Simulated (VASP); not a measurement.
# W (Immm) in VASP: a series of runs, part 2 of 2

VASP 6.6.1. The steps go on from the part before.

### Step 3. Single point, PBEsol (engineering shear strain xz -0.2000, normal strain along z +0.0000)

INCAR reads:

```
ALGO = Normal ; EDIFF = 1E-6
ENCUT = 500 ; GGA = PS
GGA_COMPAT = F ; ISIF = 2
ISMEAR = 0 ; LASPH = T
LCHARG = F ; LREAL = F
LWAVE = F ; NBANDS = 13
NELM = 120 ; PREC = Accurate
SIGMA = 0.15
```

KPOINTS reads:

```
k-points
0
Gamma
  20 20 20
```

POSCAR reads:

```
W
1.0
   -0.1999126922      1.9991269217      1.9991269217
    1.7992142295      0.0000000000      1.7992142295
    1.9991269217      1.9991269217     -0.1999126922
W
1
Direct
    0.0000000000      0.0000000000      0.0000000000
```

Potentials or basis: VASP PAW PBE potentials, release 64 (W_sv).

Run with:

```
$ cat potpaw_PBE.64/W_sv/POTCAR > POTCAR
$ mpirun -np 1 vasp_std > vasp.out
```

OUTCAR:

```text
EDIFF = 1E-6
   ENCUT = 500
   GGA = PS
   ISIF = 2
   ISMEAR = 0
   LASPH = T
   LREAL = F
   NELM = 120
   PREC = Accurate

 ion  position               nearest neighbor table
   1  0.000  0.000  0.000-

  LATTYP: Found a body centered orthorhombic cell.
 ALAT       =     2.5444731650
 B/A-ratio  =     1.2222222223
 C/A-ratio  =     1.5713484027

  Lattice vectors:

 A1 = (   1.9991269217,  -1.9991269217,  -0.1999126922)
 A2 = (  -1.9991269217,  -1.9991269217,   0.1999126922)
 A3 = (   0.1999126922,   1.9991269217,  -1.9991269217)

Analysis of symmetry for initial positions (statically):
=====================================================================
 Subroutine PRICEL returns:
 Original cell was already a primitive cell.

 Routine SETGRP: Setting up the symmetry group for a
 body centered orthorhombic supercell.

 Subroutine GETGRP returns: Found  8 space group operations
 (whereof  8 operations were pure point group operations)
 out of a pool of  8 trial point group operations.

The static configuration has the point symmetry D_2h.

Analysis of symmetry for dynamics (positions and initial velocities):
=====================================================================
 Subroutine PRICEL returns:
 Original cell was already a primitive cell.

 Routine SETGRP: Setting up the symmetry group for a
 body centered orthorhombic supercell.

 Subroutine GETGRP returns: Found  8 space group operations
 (whereof  8 operations were pure point group operations)
 out of a pool of  8 trial point group operations.

The dynamic configuration has the point symmetry D_2h.

 Subroutine INISYM returns: Found  8 space group operations
 (whereof  8 operations are pure point group operations),
 and found     1 'primitive' translations

----------------------------------------------------------------------------------------

                                     Primitive cell

  volume of cell :      15.8193

  direct lattice vectors                    reciprocal lattice vectors
    -0.199912692  1.999126922  1.999126922    -0.227371984  0.250109182  0.227371984
     1.799214229  0.000000000  1.799214229     0.277899092 -0.250109182  0.277899092
     1.999126922  1.999126922 -0.199912692     0.227371984  0.250109182 -0.227371984

  length of vectors
     2.834251574  2.544473165  2.834251574     0.407370398  0.465843765  0.407370398

  position of ions in fractional coordinates (direct lattice)
     0.000000000  0.000000000  0.000000000

  ion indices of the primitive-cell ions
   primitive index   ion index
                 1           1

----------------------------------------------------------------------------------------

 KPOINTS: k-points

Automatic generation of k-mesh.
 Grid dimensions read from file:
 generate k-points for:   20   20   20

 Generating k-lattice:

  Cartesian coordinates                     Fractional coordinates (reciprocal lattice)
    -0.011368599  0.012505459  0.011368599     0.050000000  0.000000000 -0.000000000
     0.013894955 -0.012505459  0.013894955     0.000000000  0.050000000  0.000000000
     0.011368599  0.012505459 -0.011368599     0.000000000  0.000000000  0.050000000

  Length of vectors
     0.020368520  0.023292188  0.020368520

  Shift w.r.t. Gamma in fractional coordinates (k-lattice)
     0.000000000  0.000000000  0.000000000

 Subroutine IBZKPT returns following result:
 ===========================================

 Found   1166 irreducible k-points:

 Following reciprocal coordinates:
            Coordinates               Weight
  0.000000  0.000000  0.000000      1.000000
  0.050000  0.000000  0.000000      4.000000
  0.100000  0.000000  0.000000      4.000000
  0.150000  0.000000  0.000000      4.000000
  0.200000  0.000000  0.000000      4.000000
  0.250000  0.000000 -0.000000      4.000000
[... 16 lines left out ...]
 -0.450000  0.050000  0.000000      8.000000
 -0.400000  0.050000 -0.000000      8.000000
 [... further k-points ...]
   k-points           NKPTS =   1166   k-points in BZ     NKDIM =   1166   number of bands    NBANDS=     13
   number of dos      NEDOS =    301   number of ions     NIONS =      1
   total plane-waves  NPLWV =  11520
   dimension x,y,z NGX =    24 NGY =   20 NGZ =   24
   dimension x,y,z NGXF=    48 NGYF=   40 NGZF=   48
   ions per type =               1
   NGX,Y,Z   is equivalent  to a cutoff of  14.08, 13.07, 14.08 a.u.
   NGXF,Y,Z  is equivalent  to a cutoff of  28.15, 26.13, 28.15 a.u.
 SYSTEM =  unknown system
   PREC   = accura    normal or accurate (medium, high low for compatibility)
   ISTART =      0    job   : 0-new  1-cont  2-samecut
   ICHARG =      2    charge: 1-file 2-atom 10-const
   ISPIN  =      1    spin polarized calculation?
   LNONCOLLINEAR =      F non collinear calculations
   LSORBIT =      F    spin-orbit coupling
   LASPH  =      T    aspherical Exc in radial PAW
   ENCUT  =  500.0 eV  36.75 Ry    6.06 a.u.   5.17  4.64  5.17*2*pi/ulx,y,z
   NELM   =    120;   NELMIN=  2; NELMDL= -5     # of ELM steps
   EDIFF  = 0.1E-05   stopping-criterion for ELM
   LREAL  =      F    real-space projection
   EDIFFG = 0.1E-04   stopping-criterion for IOM
   NSW    =      0    number of steps for IOM
   IBRION =     -1    ionic relax: 0-MD 1-quasi-New 2-CG
   NFREE  =      0    steps in history (QN), initial steepest desc. (CG)
   ISIF   =      2    stress and relaxation
   ISYM   =      2    0-nonsym 1-usesym 2-fastsym
   POTIM  = 0.5000    time-step for ionic-motion
   TEBEG  =    0.0;   TEEND  =   0.0 temperature during run
   PSTRESS=    0.0 pullay stress
   NELECT =      14.0000    total number of electrons
   NUPDOWN=      -1.0000    fix difference up-down
   EMIN   =  10.00;   EMAX   =-10.00  energy-range for DOS
   EFERMI =   0.00;   METHOD = LEGACY
   ISMEAR =     0;   SIGMA  =   0.15  broadening in eV -4-tet -1-fermi 0-gaus
   EFERMI_NEDOS =   21; number of points for ismear=-14 and -15
   IALGO  =     38    algorithm
   IMIX   =      4    mixing-type and parameters
     AMIX     =   0.40;   BMIX     =  1.00
     AMIX_MAG =   1.60;   BMIX_MAG =  1.00
  volume/ion in A,a.u.               =      15.82       106.75
  Fermi-wavevector in a.u.,A,eV,Ry     =   1.571769  2.970213 33.612623  2.470458
  Thomas-Fermi vector in A             =   2.673304
   LORBIT       =      0    0 simple, 1 ext, 2 COOP (PROOUT), +10 PAW based schemes
   GGA     = PS    functional components
   LHFCALC =     F    Hartree Fock is set to
   AEXX    =    0.0000 exact exchange contribution
   IVDW    =     0    specifies the selected vdW correction
   LEPSILON=     F    determine dielectric tensor
   LRPA    =     F    only Hartree local field effects (RPA)
 non-spin polarized calculation
 Gauss-broadening in eV      SIGMA  =   0.15
  energy-cutoff  :      500.00
  volume of cell :       15.82
 maximum number of plane-waves:       415
 NGX is ok and might be reduce to    24
   NGX = 11   NGY =  9   NGZ = 11

 number of electron      14.0000002 magnetization

 Free energy of the ion-electron system (eV)
  ---------------------------------------------------
  ext. energy  EPLUGINS =         0.00000000
  ---------------------------------------------------
  free energy    TOTEN  =       -13.27308327 eV

  energy without entropy =      -13.26570247  energy(sigma->0) =      -13.26939287

 E-fermi :  11.1136     XC(G=0): -13.7349

 val. band max:       11.1077376095   @ k =  -0.2000   0.2000   0.0500
 cond. band min:      11.1166510093   @ k =   0.2500  -0.4500   0.1000
 fundamental gap:      0.0089133998
 Fermi energy:        11.1136448986

 k-point     1 :       0.0000    0.0000    0.0000
  band No.  band energies     occupation
      1     -62.7743      2.00000
      2     -26.5617      2.00000
      3     -26.4089      2.00000
      4     -25.8916      2.00000
      5       1.6782      2.00000
      6       8.5188      2.00000
      7       9.2441      2.00000
      8      12.3731      0.00000
      9      13.9101      0.00000
     10      14.0775      0.00000
     11      23.5675      0.00000
     12      26.9494      0.00000
     13      29.4726      0.00000
[... 353 lines left out ...]
 k-point    24 :      -0.4000    0.0500   -0.0000
  band No.  band energies     occupation
      1     -62.6861      2.00000
      2     -27.5355      2.00000
      3     -26.4933      2.00000
      4     -26.0724      2.00000
      5       4.9214      2.00000
      6       8.9629      2.00000
      7       9.9374      2.00000
      8      12.0007      0.00000
      9      14.1209      0.00000
     10      16.7798      0.00000
     11      21.1431      0.00000
     12      25.0568      0.00000
     13      29.7067      0.00000

 [... further k-points ...]

------------------------ aborting loop because EDIFF is reached ----------------------------------------

  FORCE on cell =-STRESS in cart. coord.  units (eV):
  Direction    XX          YY          ZZ          XY          YZ          ZX
  --------------------------------------------------------------------------------------
  -------------------------------------------------------------------------------------
  Total        1.1071311      0.8168780      1.1071311      0.0000000      0.0000000      1.7021502
  in kB      112.1303886     82.7335200    112.1303886      0.0000000      0.0000000    172.3940070
  external PRESSURE =     102.3314324 kB  Pullay stress =       0.0000000 kB

 VOLUME and BASIS-vectors are now :
 -----------------------------------------------------------------------------
  energy-cutoff  :      500.00
  volume of cell :       15.82
      direct lattice vectors                 reciprocal lattice vectors
    -0.199912692  1.999126922  1.999126922    -0.227371984  0.250109182  0.227371984
     1.799214229  0.000000000  1.799214229     0.277899092 -0.250109182  0.277899092
     1.999126922  1.999126922 -0.199912692     0.227371984  0.250109182 -0.227371984

 POSITION                                       TOTAL-FORCE (eV/Angst)
 -----------------------------------------------------------------------------------
      0.00000      0.00000      0.00000        -0.000000     -0.000000      0.000000
 -----------------------------------------------------------------------------------
    total drift:                                0.000000      0.000000      0.000000

  FREE ENERGIE OF THE ION-ELECTRON SYSTEM (eV)
  ---------------------------------------------------
  free  energy   TOTEN  =       -13.2730832743 eV

  energy  without entropy=      -13.2657024700  energy(sigma->0) =      -13.26939287
```

OSZICAR:

```text
N       E                     dE             d eps       ncg     rms          rms(c)
DAV:   1     0.827417599778E+02    0.82742E+02   -0.73067E+03 30515   0.120E+03
DAV:   2    -0.122848082778E+02   -0.95027E+02   -0.91220E+02 33791   0.311E+02
DAV:   3    -0.138964613591E+02   -0.16117E+01   -0.16052E+01 33701   0.394E+01
DAV:   4    -0.139030138258E+02   -0.65525E-02   -0.65523E-02 33316   0.277E+00
DAV:   5    -0.139030678659E+02   -0.54040E-04   -0.54041E-04 34161   0.238E-01    0.221E+01
DAV:   6    -0.134145573904E+02    0.48851E+00   -0.39209E-01 31651   0.813E+00    0.918E+00
DAV:   7    -0.132779566572E+02    0.13660E+00   -0.21621E-01 33951   0.568E+00    0.500E-01
DAV:   8    -0.132731298381E+02    0.48268E-02   -0.50770E-03 30791   0.907E-01    0.746E-02
DAV:   9    -0.132730837051E+02    0.46133E-04   -0.80984E-05 36767   0.103E-01    0.519E-02
DAV:  10    -0.132730834432E+02    0.26189E-06   -0.11344E-05 32691   0.387E-02    0.955E-03
DAV:  11    -0.132730832743E+02    0.16890E-06   -0.74294E-07 18033   0.103E-02
   1 F= -.13273083E+02 E0= -.13269393E+02  d E =-.738080E-02
```

Wall time 52 s (1 thread of Intel Xeon 6975P-C (Granite Rapids), shared host); peak memory 0.32 GiB.

Results:

- Free energy: -13.2731 eV
- Pressure: 10.2 GPa
- Band gap on the k mesh: zero (bands 7 and 8 overlap by 4.61 eV)

Stress tensor (GPa, compression positive):
```
11.21  0.00 17.24
 0.00  8.27  0.00
17.24  0.00 11.21
```

Caveat: the cell differs from its parent crystal (engineering shear strain xz -0.2000, normal strain along z +0.0000); the cell stands under pressure; the PAW data sets were made with another functional, which shifts forces and pressure a little; spin-orbit coupling is left out, which moves the levels of the heavy elements.
